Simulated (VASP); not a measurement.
# Cu: single point with PBE

The system is Cu.

```
CELL_PARAMETERS angstrom
2.88559 0.00000 0.00000
0.00000 2.88559 0.00000
0.00000 0.00000 2.75216
ATOMIC_POSITIONS crystal
Cu 0.00000 0.00000 0.00000
Cu 0.50000 0.50000 0.50000
```

```json
{"Program": "VASP 6.6.1", "Task": "single point", "Functional": "PBE", "Potentials or basis": "VASP PAW PBE potentials, release 64 (Cu)", "Cutoff": "600 eV", "k mesh": "9 × 9 × 9", "Occupations": "fermi-dirac, width 0.04 eV", "Spin": "no spin polarisation"}
```

```yaml
Pressure: 8.1 GPa
Band_gap_on_the_k_mesh: zero (bands 11 and 12 overlap by 5.02 eV)
```

Stress tensor (GPa, compression positive):
```
8.26 0.00 0.00
0.00 8.26 0.00
0.00 0.00 7.68
```

Levels at points of the mesh, in eV from the Fermi level:
| k point | band 9 | band 10 | band 11 | band 12 | band 13 | band 14 |
| --- | --- | --- | --- | --- | --- | --- |
| (0.00, 0.00, 0.00) | -1.57 | -1.57 | -1.51 | 7.76 | 7.76 | 9.60 |

Wall time 34 s on 1 thread of Intel Xeon 8259CL, with other jobs on the host, peak memory 0.15 GiB.

Caveat: the cell stands under pressure.
